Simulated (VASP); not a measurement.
# K4PbS3 (P4/mmm) in VASP: single point with PBE

Aim: the single point of K4PbS3 with PBE.

Everything below comes from runs of VASP 6.6.1. Logs are shortened: lines on timing, memory, paths and dates and some standing lists are left out, and cuts for length are marked.

## 1. The cell of the first run

It takes space group P4/mmm (No. 123, tetragonal). The conventional cell has a = 7.389 Å, b = 7.389 Å, c = 5.257 Å, α = 90.00°, β = 90.00°, γ = 90.00°. K (site symmetry m2m) has 5 S at 2.84 to 3.71 Å and 4 K at 3.38 to 4.01 Å and 2 Pb at 3.87 Å within 4.1 Å. Within 3.5 Å of Pb (site symmetry 4/mmm) lie 2 S at 2.63 Å. S (site symmetry mmm) has 2 Pb at 3.69 Å and 8 K at 3.71 Å and 4 S at 4.53 Å within 4.9 Å. S (site symmetry 4/mmm) has 2 Pb at 2.63 Å and 4 K at 2.84 Å within 3.5 Å.

## 2. Single point, PBE

INCAR

```
ALGO = Normal ; EDIFF = 1E-6
ENCUT = 520 ; GGA = PE
ISIF = 2 ; ISMEAR = 0
LASPH = True ; LCHARG = False
LREAL = False ; LWAVE = False
NBANDS = 44 ; NELM = 80
PREC = Accurate ; SIGMA = 0.1
```

KPOINTS

```
k-points
0
Gamma
  6 6 8
```

POSCAR

```
K4PbS3
1.0
    7.3892991596      0.0000000000      0.0000000000
    0.0000000000      7.3892991596      0.0000000000
    0.0000000000      0.0000000000      5.2570540062
K Pb S
4 1 3
Direct
    0.2716166254      0.2716166254      0.0000000000
    0.7283833746      0.7283833746      0.0000000000
    0.7283833746      0.2716166254      0.0000000000
    0.2716166254      0.7283833746      0.0000000000
    0.0000000000      0.0000000000      0.5000000000
    0.0000000000      0.5000000000      0.5000000000
    0.5000000000      0.0000000000      0.5000000000
    0.0000000000      0.0000000000      0.0000000000
```

Potentials or basis: VASP PAW PBE potentials, release 64 (K_sv, Pb_d, S).

The run is started by

```sh
$ cat potpaw_PBE.64/K_sv/POTCAR potpaw_PBE.64/Pb_d/POTCAR potpaw_PBE.64/S/POTCAR > POTCAR
$ mpirun -np 1 vasp_std > vasp.out
```

OUTCAR:

```text
EDIFF = 1E-6
   ENCUT = 520
   GGA = PE
   ISIF = 2
   ISMEAR = 0
   LASPH = True
   LREAL = False
   NELM = 80
   PREC = Accurate

 ion  position               nearest neighbor table
   1  0.272  0.272  0.000-   8 2.84   4 3.38   3 3.38   5 3.87   5 3.87
   2  0.728  0.728  0.000-   8 2.84   4 3.38   3 3.38   5 3.87   5 3.87
   3  0.728  0.272  0.000-   8 2.84   2 3.38   1 3.38   5 3.87   5 3.87
   4  0.272  0.728  0.000-   8 2.84   2 3.38   1 3.38   5 3.87   5 3.87
   5  0.000  0.000  0.500-   8 2.63   8 2.63   3 3.87   4 3.87   1 3.87   1 3.87   2 3.87   3 3.87
                             4 3.87   2 3.87
   6  0.000  0.500  0.500-
   7  0.500  0.000  0.500-
   8  0.000  0.000  0.000-   5 2.63   5 2.63   3 2.84   4 2.84   1 2.84   2 2.84

  LATTYP: Found a simple tetragonal cell.
 ALAT       =     7.3892991596
 C/A-ratio  =     0.7114414903

  Lattice vectors:

 A1 = (   7.3892991596,   0.0000000000,   0.0000000000)
 A2 = (   0.0000000000,   7.3892991596,   0.0000000000)
 A3 = (   0.0000000000,   0.0000000000,   5.2570540062)

Analysis of symmetry for initial positions (statically):
=====================================================================
 Subroutine PRICEL returns:
 Original cell was already a primitive cell.

 Routine SETGRP: Setting up the symmetry group for a
 simple tetragonal supercell.

 Subroutine GETGRP returns: Found 16 space group operations
 (whereof 16 operations were pure point group operations)
 out of a pool of 16 trial point group operations.

The static configuration has the point symmetry D_4h.

Analysis of symmetry for dynamics (positions and initial velocities):
=====================================================================
 Subroutine PRICEL returns:
 Original cell was already a primitive cell.

 Routine SETGRP: Setting up the symmetry group for a
 simple tetragonal supercell.

 Subroutine GETGRP returns: Found 16 space group operations
 (whereof 16 operations were pure point group operations)
 out of a pool of 16 trial point group operations.

The dynamic configuration has the point symmetry D_4h.

 Subroutine INISYM returns: Found 16 space group operations
 (whereof 16 operations are pure point group operations),
 and found     1 'primitive' translations

----------------------------------------------------------------------------------------

[... 109 lines left out ...]
   NFREE  =      0    steps in history (QN), initial steepest desc. (CG)
   ISIF   =      2    stress and relaxation
   ISYM   =      2    0-nonsym 1-usesym 2-fastsym
   POTIM  = 0.5000    time-step for ionic-motion
   TEBEG  =    0.0;   TEEND  =   0.0 temperature during run
   PSTRESS=    0.0 pullay stress
   NELECT =      68.0000    total number of electrons
   NUPDOWN=      -1.0000    fix difference up-down
   EMIN   =  10.00;   EMAX   =-10.00  energy-range for DOS
   EFERMI =   0.00;   METHOD = LEGACY
   ISMEAR =     0;   SIGMA  =   0.10  broadening in eV -4-tet -1-fermi 0-gaus
   EFERMI_NEDOS =   21; number of points for ismear=-14 and -15
   IALGO  =     38    algorithm
   IMIX   =      4    mixing-type and parameters
     AMIX     =   0.40;   BMIX     =  1.00
     AMIX_MAG =   1.60;   BMIX_MAG =  1.00
  volume/ion in A,a.u.               =      35.88       242.13
  Fermi-wavevector in a.u.,A,eV,Ry     =   1.012966  1.914228 13.960937  1.026100
  Thomas-Fermi vector in A             =   2.146107
   LORBIT       =      0    0 simple, 1 ext, 2 COOP (PROOUT), +10 PAW based schemes
   GGA     = PE    functional components
   LHFCALC =     F    Hartree Fock is set to
   AEXX    =    0.0000 exact exchange contribution
   IVDW    =     0    specifies the selected vdW correction
   LEPSILON=     F    determine dielectric tensor
   LRPA    =     F    only Hartree local field effects (RPA)
 non-spin polarized calculation
 Gauss-broadening in eV      SIGMA  =   0.10
  energy-cutoff  :      520.00
  volume of cell :      287.04
 maximum number of plane-waves:      7772
 NGX is ok and might be reduce to    56
   NGX = 27   NGY = 27   NGZ = 19

 number of electron      68.0000014 magnetization

 Free energy of the ion-electron system (eV)
  ---------------------------------------------------
  ext. energy  EPLUGINS =         0.00000000
  ---------------------------------------------------
  free energy    TOTEN  =       -24.52025657 eV

  energy without entropy =      -24.51476981  energy(sigma->0) =      -24.51751319

 E-fermi :   1.6598     XC(G=0):  -7.4318

 val. band max:        1.6444643056   @ k =   0.5000   0.3333   0.5000
 cond. band min:       1.6912064104   @ k =   0.5000   0.1667   0.5000
 fundamental gap:      0.0467421048
 Fermi energy:         1.6597663420

 k-point     1 :       0.0000    0.0000    0.0000
  band No.  band energies     occupation
      1     -29.7867      2.00000
      2     -29.7412      2.00000
      3     -29.7412      2.00000
      4     -29.6979      2.00000
      5     -15.8846      2.00000
      6     -15.7978      2.00000
[... 1117 lines left out ...]
     43       6.2437      0.00000
     44       6.4694      0.00000

 [... further k-points ...]

------------------------ aborting loop because EDIFF is reached ----------------------------------------

  FORCE on cell =-STRESS in cart. coord.  units (eV):
  Direction    XX          YY          ZZ          XY          YZ          ZX
  --------------------------------------------------------------------------------------
  -------------------------------------------------------------------------------------
  Total        0.0523174      0.0523174     -0.0169589      0.0000000      0.0000000      0.0000000
  in kB        0.2920170      0.2920170     -0.0946583      0.0000000      0.0000000      0.0000000
  external PRESSURE =       0.1631252 kB  Pullay stress =       0.0000000 kB

 VOLUME and BASIS-vectors are now :
 -----------------------------------------------------------------------------
  energy-cutoff  :      520.00
  volume of cell :      287.04
      direct lattice vectors                 reciprocal lattice vectors
     7.389299160  0.000000000  0.000000000     0.135330832  0.000000000  0.000000000
     0.000000000  7.389299160  0.000000000     0.000000000  0.135330832  0.000000000
     0.000000000  0.000000000  5.257054006     0.000000000  0.000000000  0.190220606

 POSITION                                       TOTAL-FORCE (eV/Angst)
 -----------------------------------------------------------------------------------
      2.00706      2.00706      0.00000         0.010071      0.010071      0.000000
      5.38224      5.38224      0.00000        -0.010071     -0.010071      0.000000
      5.38224      2.00706      0.00000        -0.010071      0.010071      0.000000
      2.00706      5.38224      0.00000         0.010071     -0.010071     -0.000000
      0.00000      0.00000      2.62853         0.000000      0.000000      0.000000
      0.00000      3.69465      2.62853         0.000000      0.000000      0.000000
      3.69465      0.00000      2.62853         0.000000      0.000000      0.000000
      0.00000      0.00000      0.00000         0.000000      0.000000      0.000000
 -----------------------------------------------------------------------------------
    total drift:                                0.000000      0.000000      0.000000

  FREE ENERGIE OF THE ION-ELECTRON SYSTEM (eV)
  ---------------------------------------------------
  free  energy   TOTEN  =       -24.5202565698 eV

  energy  without entropy=      -24.5147698058  energy(sigma->0) =      -24.51751319
```

OSZICAR:

```text
N       E                     dE             d eps       ncg     rms          rms(c)
DAV:   1     0.595388297460E+03    0.59539E+03   -0.30054E+04  4400   0.138E+03
DAV:   2     0.362872222169E+02   -0.55910E+03   -0.53819E+03  5112   0.391E+02
DAV:   3    -0.257982456158E+02   -0.62085E+02   -0.61256E+02  6440   0.124E+02
DAV:   4    -0.281649227634E+02   -0.23667E+01   -0.23581E+01  6024   0.262E+01
DAV:   5    -0.284225605535E+02   -0.25764E+00   -0.25752E+00  7976   0.570E+00    0.955E+00
DAV:   6    -0.247280528631E+02    0.36945E+01   -0.80792E+00  5376   0.113E+01    0.727E+00
DAV:   7    -0.245673402452E+02    0.16071E+00   -0.16505E+00  5832   0.398E+00    0.453E+00
DAV:   8    -0.245302263939E+02    0.37114E-01   -0.35737E-01  6728   0.262E+00    0.112E+00
DAV:   9    -0.245129788929E+02    0.17248E-01   -0.83980E-02  6736   0.106E+00    0.666E-01
DAV:  10    -0.245175289973E+02   -0.45501E-02   -0.16591E-02  6460   0.482E-01    0.388E-01
DAV:  11    -0.245196069690E+02   -0.20780E-02   -0.59209E-03  5036   0.298E-01    0.100E-01
DAV:  12    -0.245198369670E+02   -0.23000E-03   -0.93090E-04  7408   0.122E-01    0.572E-02
DAV:  13    -0.245201756796E+02   -0.33871E-03   -0.40024E-04  5168   0.946E-02    0.208E-02
DAV:  14    -0.245202445740E+02   -0.68894E-04   -0.12208E-04  5332   0.394E-02    0.955E-03
DAV:  15    -0.245202542114E+02   -0.96374E-05   -0.21249E-05  5948   0.196E-02    0.384E-03
DAV:  16    -0.245202562311E+02   -0.20198E-05   -0.43880E-06  3756   0.634E-03    0.200E-03
DAV:  17    -0.245202565698E+02   -0.33863E-06   -0.40119E-07  3952   0.298E-03
   1 F= -.24520257E+02 E0= -.24517513E+02  d E =-.548676E-02
```

Run time: 12 min. Hardware: 1 thread of Intel Xeon Platinum 8259CL at 2.50GHz (Skylake/Cascade Lake), shared host; peak memory 0.7 GiB.

What came out:

| Quantity | Value |
| --- | --- |
| Free energy | -24.5203 eV |
| Pressure | 0.0 GPa |
| Largest force | 0.014 eV/Å |
| Band gap on the k mesh | zero (bands 34 and 35 overlap by 0.02 eV) |

Forces on the atoms (eV/Å):
```
K    0.010  0.010  0.000
K   -0.010 -0.010  0.000
K   -0.010  0.010  0.000
K    0.010 -0.010  0.000
Pb   0.000  0.000  0.000
S    0.000  0.000  0.000
S    0.000  0.000  0.000
S    0.000  0.000  0.000
```

Caveat: spin-orbit coupling is left out, which moves the levels of the heavy elements.

The gap in the log of VASP goes by the Fermi energy; the results here count the filled bands.